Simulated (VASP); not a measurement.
**CoO: single point with PBEsol+D4+U**

CoO:

```
Co O
1.0
     1.60222    0.92504    2.56647
    -1.60222    0.92504    2.56647
     0.00000   -1.85008    2.56647
Co O
1 1
Cartesian
  0.0000 0.0000 7.6915
  0.0000 0.0000 5.7824
```

- Program: VASP 6.6.1
- Task: single point
- Functional: PBEsol
- Dispersion: D4
- Potentials or basis: VASP PAW PBE potentials, release 64 (Co, O)
- Cutoff: 520 eV
- k mesh: 10 × 10 × 10
- Occupations: gaussian, width 0.02 eV
- Spin: collinear spin, ferromagnetic start
- Starting moments: [2.0, 0.0] μB
- Hubbard terms: Co d U = 7.0 eV
- Dipole correction: no
- Further INCAR settings: ALGO = Normal; EDIFF = 1e-06; NBANDS = 18

```json
{
  "Pressure": "4.2 GPa",
  "Largest force": "0.419 eV/Å",
  "Band gap on the k mesh": "1.06 eV, direct",
  "Net moment": "3.00 μB per cell",
  "Site moments": "Co +2.84; O +0.11 μB",
  "Valence electrons inside the program's atomic spheres": "Co 8.07; O 5.04",
  "Dispersion energy per atom": "-0.136 eV"
}
```

Forces on the atoms (eV/Å):
```
Co   0.000  0.000  0.419
O    0.000  0.000 -0.419
```

Stress tensor (GPa, compression positive):
```
1.78 0.00 0.00
0.00 1.78 0.00
0.00 0.00 9.09
```

Levels at points of the mesh, in eV from the valence-band top:
Spin up:
```
           k point  band 6  band 7  band 8  band 9  band 10  band 11  band 12  band 13
(0.00, 0.00, 0.00)   -4.65   -0.09   -0.09    0.00     1.06    14.77    14.77    15.34
(0.50, 0.00, 0.00)   -4.70   -4.68   -0.78   -0.78     6.55     7.70    13.57    13.88
(0.50, 0.50, 0.00)   -4.38   -2.73   -2.52   -2.32     5.13    10.85    11.26    14.90
(0.50, 0.50, 0.50)   -4.74   -4.74   -0.91   -0.91     6.49     7.91    13.46    13.46
```
Spin down:
| k point | band 3 | band 4 | band 5 | band 6 | band 7 | band 8 | band 9 | band 10 |
| --- | --- | --- | --- | --- | --- | --- | --- | --- |
| (0.00, 0.00, 0.00) | -2.94 | -2.92 | -2.83 | -2.83 | 1.73 | 5.87 | 5.87 | 5.92 |
| (0.50, 0.00, 0.00) | -3.99 | -3.89 | -1.65 | -1.54 | 3.78 | 5.09 | 5.09 | 7.19 |
| (0.50, 0.50, 0.00) | -3.01 | -2.98 | -2.56 | -1.43 | 2.10 | 4.63 | 4.63 | 8.30 |
| (0.50, 0.50, 0.50) | -4.01 | -4.01 | -1.48 | -1.48 | 3.55 | 5.00 | 5.00 | 7.15 |

Eigenvalues of the final occupation matrices:
```
    site  spin  trace               eigenvalues
site 1 d     1   5.01  0.99 0.99 1.01 1.01 1.02
site 1 d     2   2.24  0.09 0.09 0.10 0.98 0.98
```

Wall time 64 s on 1 thread of Intel(R) Xeon(R) Platinum 8375C CPU @ 2.90GHz (Ice Lake), on a shared host, peak memory 0.2 GiB.

Caveat: the PAW data sets were made with another functional, which shifts forces and pressure a little; a cell with one magnetic atom can't hold antiferromagnetic order, which such compounds often take. The state reached can hang on the start; a lower one may exist.
